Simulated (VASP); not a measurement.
# SrO3 (I4/mcm) in VASP: a series of runs

The runs below take SrO3 through single point, with PBE.

Everything below comes from runs of VASP 6.6.1. Logs are shortened: lines on timing, memory, paths and dates and some standing lists are left out, and cuts for length are marked.

## (1) The cell of the first run

Symmetry: I4/mcm, No. 140, tetragonal system. Conventional cell: a = 6.231 Å, b = 6.231 Å, c = 9.037 Å, α = 90.00°, β = 90.00°, γ = 90.00°. Sr (site symmetry 4/m) has 6 O at 2.26 to 2.69 Å within 3.0 Å. O (site symmetry m2m) has 1 O at 1.30 Å within 1.7 Å. O (site symmetry 422) has 2 Sr at 2.26 Å within 3.0 Å.

## (2) Single point, PBE, collinear spin, ferromagnetic start

Input file INCAR:

```
PREC = Accurate ; ENCUT = 520
EDIFF = 1E-6 ; ISMEAR = 0
SIGMA = 0.1 ; LREAL = F
LASPH = T ; NELM = 150
ALGO = Normal ; ISIF = 2
LWAVE = F ; LCHARG = F
ISPIN = 2 ; MAGMOM = 0 0 0.53 0.53 0.53 0.53 0.53 0.53
LORBIT = 11 ; GGA = PE
NBANDS = 42 ; KPAR = 4
```

Input file KPOINTS:

```
regular mesh
0
Gamma
  8 8 8
```

Input file POSCAR:

```
SrO3
1.0
   -3.1154160283      3.1154160283      4.5186071086
    3.1154160283     -3.1154160283      4.5186071086
    3.1154160283      3.1154160283     -4.5186071086
Sr O
2 6
Direct
    0.5000000000      0.5000000000      0.0000000000
    0.0000000000      0.0000000000      0.0000000000
    0.4261305481      0.9261305481      0.3522610961
    0.9261305481      0.5738694519      0.5000000000
    0.7500000000      0.7500000000      0.0000000000
    0.5738694519      0.0738694519      0.6477389039
    0.0738694519      0.4261305481      0.5000000000
    0.2500000000      0.2500000000      0.0000000000
```

Potentials or basis: VASP PAW PBE potentials, release 64 (Sr_sv, O).

Launch:

```
$ cat potpaw_PBE.64/Sr_sv/POTCAR potpaw_PBE.64/O/POTCAR > POTCAR
$ mpirun -np 4 vasp_std > vasp.out
```

OUTCAR:

```text
PREC = Accurate
   ENCUT = 520
   EDIFF = 1E-6
   ISMEAR = 0
   LREAL = F
   LASPH = T
   NELM = 150
   ISIF = 2
   ISPIN = 2
   LORBIT = 11
   GGA = PE

 ion  position               nearest neighbor table
   1  0.500  0.500  0.000-   5 2.26   8 2.26   6 2.69   3 2.69   4 2.69   7 2.69   2 4.41   2 4.41
                             2 4.41   2 4.41   2 4.52   2 4.52
   2  0.000  0.000  0.000-   5 2.26   8 2.26   6 2.69   3 2.69   7 2.69   4 2.69   1 4.41   1 4.41
                             1 4.41   1 4.41   1 4.52   1 4.52
   3  0.426  0.926  0.352-   6 1.30   2 2.69   1 2.69
   4  0.926  0.574  0.500-   7 1.30   2 2.69   1 2.69
   5  0.750  0.750  0.000-   1 2.26   2 2.26
   6  0.574  0.074  0.648-   3 1.30   2 2.69   1 2.69
   7  0.074  0.426  0.500-   4 1.30   1 2.69   2 2.69
   8  0.250  0.250  0.000-   1 2.26   2 2.26

  LATTYP: Found a body centered tetragonal cell.
 ALAT       =     6.2308320566
 C/A-ratio  =     1.4504024720

  Lattice vectors:

 A1 = (  -3.1154160283,   3.1154160283,   4.5186071086)
 A2 = (   3.1154160283,  -3.1154160283,   4.5186071086)
 A3 = (   3.1154160283,   3.1154160283,  -4.5186071086)

Analysis of symmetry for initial positions (statically):
=====================================================================
 Subroutine PRICEL returns:
 Original cell was already a primitive cell.

 Routine SETGRP: Setting up the symmetry group for a
 body centered tetragonal supercell.

 Subroutine GETGRP returns: Found 16 space group operations
 (whereof  8 operations were pure point group operations)
 out of a pool of 16 trial point group operations.

The static configuration has the point symmetry C_4h.
 The point group associated with its full space group is D_4h.

Analysis of symmetry for dynamics (positions and initial velocities):
=====================================================================
 Subroutine PRICEL returns:
 Original cell was already a primitive cell.

 Routine SETGRP: Setting up the symmetry group for a
 body centered tetragonal supercell.

 Subroutine GETGRP returns: Found 16 space group operations
 (whereof  8 operations were pure point group operations)
 out of a pool of 16 trial point group operations.

The dynamic configuration has the point symmetry C_4h.
 The point group associated with its full space group is D_4h.

Analysis of structural, dynamic, and magnetic symmetry:
[... 166 lines left out ...]
  ext. energy  EPLUGINS =         0.00000000
  ---------------------------------------------------
  free energy    TOTEN  =       -41.00503911 eV

  energy without entropy =      -40.96981538  energy(sigma->0) =      -40.98742724

 E-fermi :  -1.0784     XC(G=0):  -7.4243

 val. band max:       -1.0808000268   @ k =  -0.2500   0.2500   0.2500
 cond. band min:      -1.0782239368   @ k =  -0.1250   0.3750   0.1250
 fundamental gap:      0.0025760901
 Fermi energy:        -1.0784353459

 spin component 1

 k-point     1 :       0.0000    0.0000    0.0000
  band No.  band energies     occupation
      1     -34.1178      1.00000
      2     -34.0967      1.00000
      3     -25.6691      1.00000
      4     -25.6647      1.00000
      5     -18.4890      1.00000
      6     -17.0289      1.00000
[... 1021 lines left out ...]
     39       6.7188      0.00000
     40       6.7188      0.00000

 [... further k-points ...]

 spin component 2

 k-point     1 :       0.0000    0.0000    0.0000
  band No.  band energies     occupation
      1     -34.0865      1.00000
      2     -34.0671      1.00000
      3     -24.9113      1.00000
      4     -24.9055      1.00000
      5     -17.8195      1.00000
      6     -16.6790      1.00000
[... 1021 lines left out ...]
     39       6.8515      0.00000
     40       6.8515      0.00000

 [... further k-points ...]

 [bands above 40 left out]

------------------------ aborting loop because EDIFF is reached ----------------------------------------

  FORCE on cell =-STRESS in cart. coord.  units (eV):
  Direction    XX          YY          ZZ          XY          YZ          ZX
  --------------------------------------------------------------------------------------
  -------------------------------------------------------------------------------------
  Total        0.5827498      0.5827498      0.7266988      0.0000000      0.0000000      0.0000000
  in kB        5.3222591      5.3222591      6.6369467      0.0000000      0.0000000      0.0000000
  external PRESSURE =       5.7604883 kB  Pullay stress =       0.0000000 kB

 VOLUME and BASIS-vectors are now :
 -----------------------------------------------------------------------------
  energy-cutoff  :      520.00
  volume of cell :      175.43
      direct lattice vectors                 reciprocal lattice vectors
    -3.115416028  3.115416028  4.518607109     0.000000000  0.160492209  0.110653568
     3.115416028 -3.115416028  4.518607109     0.160492209  0.000000000  0.110653568
     3.115416028  3.115416028 -4.518607109     0.160492209  0.160492209  0.000000000

 POSITION                                       TOTAL-FORCE (eV/Angst)
 -----------------------------------------------------------------------------------
      0.00000      0.00000      4.51861        -0.000000      0.000000     -0.000000
      0.00000      0.00000      0.00000        -0.000000      0.000000     -0.000000
      2.65515     -0.46027      4.51861        -0.371906     -0.371906     -0.000000
      0.46027      2.65515      4.51861         0.371906     -0.371906      0.000000
      0.00000      0.00000      6.77791        -0.000000     -0.000000     -0.000000
      0.46027      3.57568     -0.00000         0.371906      0.371906      0.000000
      2.65515      0.46027      0.00000        -0.371906      0.371906     -0.000000
      0.00000      0.00000      2.25930        -0.000000     -0.000000     -0.000000
 -----------------------------------------------------------------------------------
    total drift:                               -0.000000     -0.000000      0.000000

  FREE ENERGIE OF THE ION-ELECTRON SYSTEM (eV)
  ---------------------------------------------------
  free  energy   TOTEN  =       -41.0050391115 eV

  energy  without entropy=      -40.9698153784  energy(sigma->0) =      -40.98742724

 total charge

# of ion       s       p       d       tot
------------------------------------------
    1        2.005   5.782   0.265   8.053
    2        2.005   5.782   0.265   8.053
    3        1.585   3.333   0.000   4.918
    4        1.585   3.333   0.000   4.918
    5        1.587   3.278   0.000   4.864
    6        1.585   3.333   0.000   4.918
    7        1.585   3.333   0.000   4.918
    8        1.587   3.278   0.000   4.864
--------------------------------------------------
tot         13.523  31.452   0.531  45.506

 magnetization (x)

# of ion       s       p       d       tot
------------------------------------------
    1       -0.001   0.034  -0.012   0.022
    2       -0.001   0.034  -0.012   0.022
    3        0.007   0.493   0.000   0.500
    4        0.007   0.493   0.000   0.500
    5        0.008   0.609   0.000   0.617
    6        0.007   0.493   0.000   0.500
    7        0.007   0.493   0.000   0.500
    8        0.008   0.609   0.000   0.617
--------------------------------------------------
tot          0.044   3.258  -0.023   3.279
```

OSZICAR:

```text
N       E                     dE             d eps       ncg     rms          rms(c)
DAV:   1     0.380727969079E+03    0.38073E+03   -0.27819E+04  9920   0.121E+03
DAV:   2    -0.148431283128E+02   -0.39557E+03   -0.38300E+03 12648   0.288E+02
DAV:   3    -0.479427300743E+02   -0.33100E+02   -0.32571E+02 14008   0.801E+01
[... 12 lines left out ...]
DAV:  16    -0.410043941932E+02   -0.30914E-03   -0.39319E-03 10518   0.267E-01    0.420E-01
DAV:  17    -0.410048563759E+02   -0.46218E-03   -0.12661E-03 12450   0.120E-01    0.256E-01
DAV:  18    -0.410050001866E+02   -0.14381E-03   -0.28249E-04 12316   0.868E-02    0.788E-02
DAV:  19    -0.410050386770E+02   -0.38490E-04   -0.74075E-05 12012   0.433E-02    0.251E-02
DAV:  20    -0.410050391115E+02   -0.43454E-06   -0.41718E-06 11518   0.105E-02
   1 F= -.41005039E+02 E0= -.40987427E+02  d E =-.352237E-01  mag=     4.0007
```

stdout:

```text
POSCAR found type information on POSCAR SrO
 POSCAR found :  2 types and       8 ions
 scaLAPACK will be used
 LDA part: xc-table for (Slater+PW92), standard interpolation
 POSCAR, INCAR and KPOINTS ok, starting setup
 FFT: planning ... GRIDC
 FFT: planning ... GRID_SOFT
 FFT: planning ... GRID
 WAVECAR not read
 entering main loop
```

Wall time 7.2 min (4 MPI ranks of Intel Xeon Platinum 8259CL at 2.50GHz (Skylake/Cascade Lake), shared host); peak memory 0.81 GiB.

Results:

```
Free energy                                           : -41.0050 eV
Pressure                                              : 0.6 GPa
Largest force                                         : 0.526 eV/Å
Band gap on the k mesh                                : zero (filled and empty bands overlap)
Net moment                                            : 4.00 μB per cell
Site moments                                          : Sr +0.02; O +0.50, +0.62 (each value once) μB
Valence electrons inside the program's atomic spheres : Sr 8.05; O 4.92, 4.86 (each value once)
```

Forces on the atoms (eV/Å):
```
Sr   0.000  0.000  0.000
Sr   0.000  0.000  0.000
O   -0.372 -0.372  0.000
O    0.372 -0.372  0.000
O    0.000  0.000  0.000
O    0.372  0.372  0.000
O   -0.372  0.372  0.000
O    0.000  0.000  0.000
```

Caveat: semilocal functionals underestimate gaps, and a narrow one can read as zero.

## (3) Single point, PBE, collinear spin, ferromagnetic start

This run uses another cell than the first one, of 22.23 Å³/atom.

Input file INCAR:

```
  ALGO = Fast
  EDIFF = 1E-6
  ENCUT = 520
  GGA = PE
  ISIF = 2
  ISMEAR = 0
  ISPIN = 2
  LASPH = T
  LCHARG = T
  LELF = T
  LORBIT = 11
  LREAL = F
  LVHAR = T
  LWAVE = F
  MAGMOM = 0 0 1 1 1 1 1 1
  NBANDS = 42
  NELM = 150
  PREC = Accurate
  SIGMA = 0.1
```

Input file KPOINTS:

```
k-points
0
Gamma
  4 4 4
```

Input file POSCAR:

```
SrO3
1.0
   -3.1261330294      3.1261330294      4.5493455401
    3.1261330294     -3.1261330294      4.5493455401
    3.1261330294      3.1261330294     -4.5493455401
Sr O
2 6
Direct
    0.5000000000      0.5000000000      0.0000000000
    0.0000000000      0.0000000000      0.0000000000
    0.4262901574      0.9262901574      0.3525803148
    0.9262901574      0.5737098426      0.5000000000
    0.7500000000      0.7500000000      0.0000000000
    0.5737098426      0.0737098426      0.6474196852
    0.0737098426      0.4262901574      0.5000000000
    0.2500000000      0.2500000000      0.0000000000
```

Potentials or basis: VASP PAW PBE potentials, release 64 (Sr_sv, O).

Launch:

```
$ cat potpaw_PBE.64/Sr_sv/POTCAR potpaw_PBE.64/O/POTCAR > POTCAR
$ mpirun -np 1 vasp_std > vasp.out
```

Wall time 7.1 min (1 thread of Oxide Virtual Turin-like, shared host); peak memory 0.44 GiB.

Results (log left out):

| Quantity | Value |
| --- | --- |
| Free energy | -41.0225 eV |
| Pressure | 0.2 GPa |
| Largest force | 0.502 eV/Å |
| Band gap on the k mesh | zero (filled and empty bands overlap) |
| Net moment | 4.00 μB per cell |
| Site moments | Sr +0.01; O +0.50, +0.62 (each value once) μB |
| Valence electrons inside the program's atomic spheres | Sr 8.05; O 4.92, 4.86 (each value once) |

Forces on the atoms (eV/Å):
```
Sr   0.000  0.000  0.000
Sr   0.000  0.000  0.000
O   -0.355 -0.355  0.000
O    0.355 -0.355  0.000
O    0.000  0.000  0.000
O    0.355  0.355  0.000
O   -0.355  0.355  0.000
O    0.000  0.000  0.000
```

Levels at points of the mesh, in eV from the Fermi level:
Spin up:
| k point | band 28 | band 29 | band 30 | band 31 | band 32 | band 33 |
| --- | --- | --- | --- | --- | --- | --- |
| (0.00, 0.00, 0.00) | -0.77 | -0.77 | -0.54 | 4.28 | 4.72 | 6.40 |
| (0.50, 0.00, 0.00) | -0.89 | -0.82 | -0.82 | 4.77 | 4.77 | 6.29 |
| (0.50, 0.50, 0.00) | -0.64 | -0.55 | -0.52 | 4.29 | 4.66 | 6.60 |
| (0.50, 0.50, 0.50) | -0.88 | -0.88 | -0.53 | 4.80 | 5.85 | 6.08 |
Spin down:
```
           k point  band 23  band 24  band 25  band 26  band 27  band 28  band 29  band 30
(0.00, 0.00, 0.00)    -0.73    -0.40    -0.32     0.14     0.14     0.80     0.86     0.86
(0.50, 0.00, 0.00)    -0.30    -0.30    -0.22    -0.22    -0.05    -0.05     0.77     0.77
(0.50, 0.50, 0.00)    -0.22    -0.16     0.01     0.21     0.37     0.61     0.65     0.89
(0.50, 0.50, 0.50)    -0.34    -0.33    -0.33    -0.09    -0.09     0.70     0.70     0.82
```

Caveat: semilocal functionals underestimate gaps, and a narrow one can read as zero.

## (4) Single point, PBE, collinear spin, ferromagnetic start

This run uses another cell than the first one, of 26.04 Å³/atom.

Input file INCAR:

```
PREC = Accurate ; ENCUT = 520
EDIFF = 1E-7 ; ISMEAR = 0
SIGMA = 0.1 ; LREAL = F
LASPH = T ; NELM = 150
ALGO = Normal ; ISIF = 2
LWAVE = F ; LCHARG = F
ISPIN = 2 ; MAGMOM = 0 0 1 1 1 1 1 1
LORBIT = 11 ; GGA = PE
NBANDS = 42
```

Input file KPOINTS:

```
Automatic mesh
0
Gamma
  4 4 4
```

Input file POSCAR:

```
SrO3
1.0
   -3.3269602900      3.3269602900      4.7050323700
    3.3269602900     -3.3269602900      4.7050323700
    3.3269602900      3.3269602900     -4.7050323700
Sr O
2 6
Direct
    0.5000000000      0.5000000000      0.0000000000
    0.0000000000      0.0000000000      0.0000000000
    0.2687712700      0.7687712700      0.0375425400
    0.7687712700      0.7312287300      0.5000000000
    0.7500000000      0.7500000000      0.0000000000
    0.7312287300      0.2312287300      0.9624574600
    0.2312287300      0.2687712700      0.5000000000
    0.2500000000      0.2500000000      0.0000000000
```

Launch:

```
$ cat potpaw_PBE.64/Sr_sv/POTCAR potpaw_PBE.64/O/POTCAR > POTCAR
$ mpirun -np 1 vasp_std > vasp.out
```

Run time: 7 min. Hardware: 1 thread of Oxide Virtual Turin-like, shared host; peak memory 0.48 GiB.

Results (log left out):

```yaml
Free_energy: -33.2383 eV
Pressure: 4.8 GPa
Largest_force: 0.103 eV/Å
Band_gap_on_the_k_mesh: zero (filled and empty bands overlap)
Net_moment: 8.00 μB per cell
Site_moments: Sr -0.01; O +1.07, +1.06 (each value once) μB
Valence_electrons_inside_the_program's_atomic_spheres: Sr 8.16; O 4.75
```

Forces on the atoms (eV/Å):
```
Sr   0.000  0.000  0.000
Sr   0.000  0.000  0.000
O    0.073  0.073  0.000
O   -0.073  0.073  0.000
O    0.000  0.000  0.000
O   -0.073 -0.073  0.000
O    0.073 -0.073  0.000
O    0.000  0.000  0.000
```

Stress tensor (GPa, compression positive):
```
4.91 0.00 0.00
0.00 4.91 0.00
0.00 0.00 4.45
```

Levels at points of the mesh, in eV from the Fermi level:
Spin up:
```csv
k point,band 30,band 31,band 32,band 33,band 34,band 35
"(0.00, 0.00, 0.00)",-1.16,-1.10,-1.10,5.58,8.38,8.38
"(0.50, 0.00, 0.00)",-1.84,-1.80,-1.80,7.10,7.10,8.88
"(0.50, 0.50, 0.00)",-1.16,-1.11,-1.10,7.33,7.85,7.95
"(0.50, 0.50, 0.50)",-1.17,-1.11,-1.11,7.31,7.86,7.94
```
Spin down:
```csv
k point,band 21,band 22,band 23,band 24,band 25,band 26,band 27,band 28
"(0.00, 0.00, 0.00)",-0.09,-0.09,-0.05,0.25,0.25,0.28,0.37,0.37
"(0.50, 0.00, 0.00)",-0.47,-0.47,-0.40,-0.40,-0.38,-0.38,0.38,0.38
"(0.50, 0.50, 0.00)",-0.10,-0.08,-0.08,0.01,0.05,0.05,0.09,0.15
"(0.50, 0.50, 0.50)",-0.14,-0.03,-0.03,-0.01,-0.01,0.07,0.07,0.19
```

Caveat: the cell stands under pressure; semilocal functionals underestimate gaps, and a narrow one can read as zero.

## (5) Summary

| cell | k mesh | gap on the mesh (eV) | pressure (GPa) | moment (μB) | largest force (eV/Å) |
| --- | --- | --- | --- | --- | --- |
| a = 6.311 Å, angles 120.8, 120.8, 88.6°, 8 atoms, atomic positions A | 8 × 8 × 8 | none | 0.6 | 4.00 | 0.53 |
| a = 6.344 Å, angles 121.0, 121.0, 88.4°, 8 atoms, atomic positions B | 4 × 4 × 4 | none | 0.2 | 4.00 | 0.50 |
| a = 6.654 Å, angles 120.0, 120.0, 90.0°, 8 atoms, atomic positions C | 4 × 4 × 4 | none | 4.8 | 8.00 | 0.10 |

Alike in all rows: task single point; level PBE; potentials or basis VASP PAW PBE potentials, release 64 (Sr_sv, O); spin collinear, ferromagnetic start; cutoff (eV) 520; smearing gaussian 0.1 eV.

Caveats: semilocal functionals underestimate gaps, and a narrow one can read as zero; the cell stands under pressure (at least some runs).

Absolute energies hang on the potentials; compare differences alone.
